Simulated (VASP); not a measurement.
# Bi (Im-3m) in VASP: single point with LDA

Aim: the single point of Bi with LDA.

All numbers are computed with VASP 6.6.1; they aren't measurements. Logs are shortened: lines on timing, memory, paths and dates and some standing lists are left out, and cuts for length are marked.

### 1 The cell of the first run

It takes space group Im-3m (No. 229, cubic). The conventional cell has a = 3.888 Å, b = 3.888 Å, c = 3.888 Å, α = 90.00°, β = 90.00°, γ = 90.00°. Within 4.4 Å of Bi (site symmetry m-3m) lie 14 Bi at 3.37 to 3.89 Å.

### 2 Single point, LDA

INCAR

```
ALGO     = Normal         # electronic algorithm
EDIFF    = 1E-6           # SCF threshold, eV
ENCUT    = 520            # plane-wave cutoff, eV
GGA      = CA             # functional
ISIF     = 2              # what is computed and relaxed
ISMEAR   = -1             # smearing method
LASPH    = T              # aspherical terms in the spheres
LCHARG   = F              # write CHGCAR
LREAL    = F              # projectors in reciprocal space
LWAVE    = F              # write WAVECAR
NBANDS   = 14             # bands
NELM     = 100            # most SCF steps
PREC     = Accurate       # precision mode
SIGMA    = 0.13605693000000002 # smearing width, eV
```

KPOINTS

```
k-points
0
Gamma
  12 12 12
```

POSCAR

```
Bi
1.0
   -1.9437670808      1.9437670808      1.9437670808
    1.9437670808     -1.9437670808      1.9437670808
    1.9437670808      1.9437670808     -1.9437670808
Bi
1
Direct
    0.0000000000      0.0000000000      0.0000000000
```

Potentials or basis: VASP PAW LDA potentials, release 64 (Bi_d).

Command:

```bash
$ cat potpaw_LDA.64/Bi_d/POTCAR > POTCAR
$ mpirun -np 1 vasp_std > vasp.out
```

OUTCAR:

```text
EDIFF = 1E-6
   ENCUT = 520
   GGA = CA
   ISIF = 2
   ISMEAR = -1
   LASPH = T
   LREAL = F
   NELM = 100
   PREC = Accurate

 ion  position               nearest neighbor table
   1  0.000  0.000  0.000-

  LATTYP: Found a body centered cubic cell.
 ALAT       =     3.8875341616

  Lattice vectors:

 A1 = (  -1.9437670808,   1.9437670808,   1.9437670808)
 A2 = (   1.9437670808,  -1.9437670808,   1.9437670808)
 A3 = (   1.9437670808,   1.9437670808,  -1.9437670808)

Analysis of symmetry for initial positions (statically):
=====================================================================
 Subroutine PRICEL returns:
 Original cell was already a primitive cell.

 Routine SETGRP: Setting up the symmetry group for a
 body centered cubic supercell.

 Subroutine GETGRP returns: Found 48 space group operations
 (whereof 48 operations were pure point group operations)
 out of a pool of 48 trial point group operations.

The static configuration has the point symmetry O_h .

Analysis of symmetry for dynamics (positions and initial velocities):
=====================================================================
 Subroutine PRICEL returns:
 Original cell was already a primitive cell.

 Routine SETGRP: Setting up the symmetry group for a
 body centered cubic supercell.

 Subroutine GETGRP returns: Found 48 space group operations
 (whereof 48 operations were pure point group operations)
 out of a pool of 48 trial point group operations.

The dynamic configuration has the point symmetry O_h .

 Subroutine INISYM returns: Found 48 space group operations
 (whereof 48 operations are pure point group operations),
 and found     1 'primitive' translations

----------------------------------------------------------------------------------------

                                     Primitive cell

  volume of cell :      29.3760

  direct lattice vectors                    reciprocal lattice vectors
    -1.943767081  1.943767081  1.943767081     0.000000000  0.257232466  0.257232466
     1.943767081 -1.943767081  1.943767081     0.257232466  0.000000000  0.257232466
     1.943767081  1.943767081 -1.943767081     0.257232466  0.257232466  0.000000000

  length of vectors
     3.366703342  3.366703342  3.366703342     0.363781642  0.363781642  0.363781642

  position of ions in fractional coordinates (direct lattice)
     0.000000000  0.000000000  0.000000000

[... 75 lines left out ...]
   EDIFF  = 0.1E-05   stopping-criterion for ELM
   LREAL  =      F    real-space projection
   EDIFFG = 0.1E-04   stopping-criterion for IOM
   NSW    =      0    number of steps for IOM
   IBRION =     -1    ionic relax: 0-MD 1-quasi-New 2-CG
   NFREE  =      0    steps in history (QN), initial steepest desc. (CG)
   ISIF   =      2    stress and relaxation
   ISYM   =      2    0-nonsym 1-usesym 2-fastsym
   POTIM  = 0.5000    time-step for ionic-motion
   TEBEG  =    0.0;   TEEND  =   0.0 temperature during run
   PSTRESS=    0.0 pullay stress
   NELECT =      15.0000    total number of electrons
   NUPDOWN=      -1.0000    fix difference up-down
   EMIN   =  10.00;   EMAX   =-10.00  energy-range for DOS
   EFERMI =   0.00;   METHOD = LEGACY
   ISMEAR =    -1;   SIGMA  =   0.14  broadening in eV -4-tet -1-fermi 0-gaus
   EFERMI_NEDOS =   21; number of points for ismear=-14 and -15
   IALGO  =     38    algorithm
   IMIX   =      4    mixing-type and parameters
     AMIX     =   0.40;   BMIX     =  1.00
     AMIX_MAG =   1.60;   BMIX_MAG =  1.00
  volume/ion in A,a.u.               =      29.38       198.24
  Fermi-wavevector in a.u.,A,eV,Ry     =   1.308502  2.472710 23.295586  1.712177
  Thomas-Fermi vector in A             =   2.439164
   LORBIT       =      0    0 simple, 1 ext, 2 COOP (PROOUT), +10 PAW based schemes
   GGA     = CA    functional components
   LHFCALC =     F    Hartree Fock is set to
   AEXX    =    0.0000 exact exchange contribution
   IVDW    =     0    specifies the selected vdW correction
   LEPSILON=     F    determine dielectric tensor
   LRPA    =     F    only Hartree local field effects (RPA)
 non-spin polarized calculation
  energy-cutoff  :      520.00
  volume of cell :       29.38
 maximum number of plane-waves:       806
 NGX is ok and might be reduce to    28
   NGX = 13   NGY = 13   NGZ = 13

 number of electron      15.0000005 magnetization

 Free energy of the ion-electron system (eV)
  ---------------------------------------------------
  ext. energy  EPLUGINS =         0.00000000
  ---------------------------------------------------
  free energy    TOTEN  =        -4.49197237 eV

  energy without entropy =       -4.46029059  energy(sigma->0) =       -4.47613148

 E-fermi :   8.4362     XC(G=0): -10.8079

 val. band max:        8.1123104536   @ k =   0.2500   0.1667   0.1667
 cond. band min:       8.4704035912   @ k =  -0.4167   0.5000   0.0833
 fundamental gap:      0.3580931376
 Fermi energy:         8.4361819053

 k-point     1 :       0.0000    0.0000    0.0000
  band No.  band energies     occupation
      1     -14.6122      2.00000
      2     -14.6122      2.00000
      3     -14.6122      2.00000
      4     -14.4537      2.00000
      5     -14.4537      2.00000
      6      -5.5330      2.00000
      7      13.8876      0.00000
      8      13.8876      0.00000
      9      13.8876      0.00000
     10      18.4163      0.00000
     11      18.9452      0.00000
     12      18.9452      0.00000
     13      18.9452      0.00000
     14      20.5117      0.00000
[... 377 lines left out ...]
      1     -14.6463      2.00000
      2     -14.5730      2.00000
      3     -14.4623      2.00000
      4     -14.4619      2.00000
      5     -14.3807      2.00000
      6      -2.0306      2.00000
      7       3.3415      2.00000
      8       8.5354      0.65087
      9      10.3725      0.00000
     10      16.8596      0.00000
     11      18.2104      0.00000
     12      21.5670      0.00000
     13      22.5308      0.00000
     14      25.5720      0.00000

 [... further k-points ...]
[... 5 lines left out ...]
  --------------------------------------------------------------------------------------
  -------------------------------------------------------------------------------------
  Total       -0.0305897     -0.0305897     -0.0305897      0.0000000      0.0000000     -0.0000000
  in kB       -1.6683731     -1.6683731     -1.6683731      0.0000000      0.0000000     -0.0000000
  external PRESSURE =      -1.6683731 kB  Pullay stress =       0.0000000 kB

 VOLUME and BASIS-vectors are now :
 -----------------------------------------------------------------------------
  energy-cutoff  :      520.00
  volume of cell :       29.38
      direct lattice vectors                 reciprocal lattice vectors
    -1.943767081  1.943767081  1.943767081     0.000000000  0.257232466  0.257232466
     1.943767081 -1.943767081  1.943767081     0.257232466  0.000000000  0.257232466
     1.943767081  1.943767081 -1.943767081     0.257232466  0.257232466  0.000000000

 POSITION                                       TOTAL-FORCE (eV/Angst)
 -----------------------------------------------------------------------------------
      0.00000      0.00000      0.00000        -0.000000     -0.000000      0.000000
 -----------------------------------------------------------------------------------
    total drift:                               -0.000000     -0.000000     -0.000000

  FREE ENERGIE OF THE ION-ELECTRON SYSTEM (eV)
  ---------------------------------------------------
  free  energy   TOTEN  =        -4.4919723713 eV

  energy  without entropy=       -4.4602905861  energy(sigma->0) =       -4.47613148
```

OSZICAR:

```text
N       E                     dE             d eps       ncg     rms          rms(c)
DAV:   1     0.113745908281E+03    0.11375E+03   -0.76707E+03  2058   0.127E+03
DAV:   2     0.205600572882E+01   -0.11169E+03   -0.10794E+03  2178   0.340E+02
DAV:   3    -0.434797831591E+01   -0.64040E+01   -0.63815E+01  2570   0.789E+01
DAV:   4    -0.449531275074E+01   -0.14733E+00   -0.14729E+00  2528   0.127E+01
DAV:   5    -0.450102367893E+01   -0.57109E-02   -0.57108E-02  2894   0.228E+00    0.478E-01
DAV:   6    -0.449424078623E+01    0.67829E-02   -0.80918E-03  2742   0.127E+00    0.269E-01
DAV:   7    -0.449207222453E+01    0.21686E-02   -0.42562E-03  2658   0.922E-01    0.738E-02
DAV:   8    -0.449197221885E+01    0.10001E-03   -0.37032E-04  2594   0.295E-01    0.729E-03
DAV:   9    -0.449197237126E+01   -0.15241E-06   -0.84667E-06  3014   0.373E-02
   1 F= -.44919724E+01 E0= -.44761315E+01  d E =-.316818E-01
```

Run time: 22 s. Hardware: 1 thread of Intel Xeon 6975P-C (Granite Rapids), shared host; peak memory 0.15 GiB.

Results:

- Free energy: -4.4920 eV
- Pressure: -0.2 GPa

Levels at points of the mesh, in eV from the Fermi level:
```csv
k point,band 5,band 6,band 7,band 8,band 9,band 10
"(0.00, 0.00, 0.00)",-22.89,-13.97,5.45,5.45,5.45,9.98
"(0.50, 0.00, 0.00)",-22.79,-10.60,-5.43,1.62,3.56,6.23
"(0.50, 0.50, 0.50)",-22.81,-8.23,-1.97,-1.97,-1.97,3.53
```

Caveat: spin-orbit coupling is left out, which moves the levels of the heavy elements.
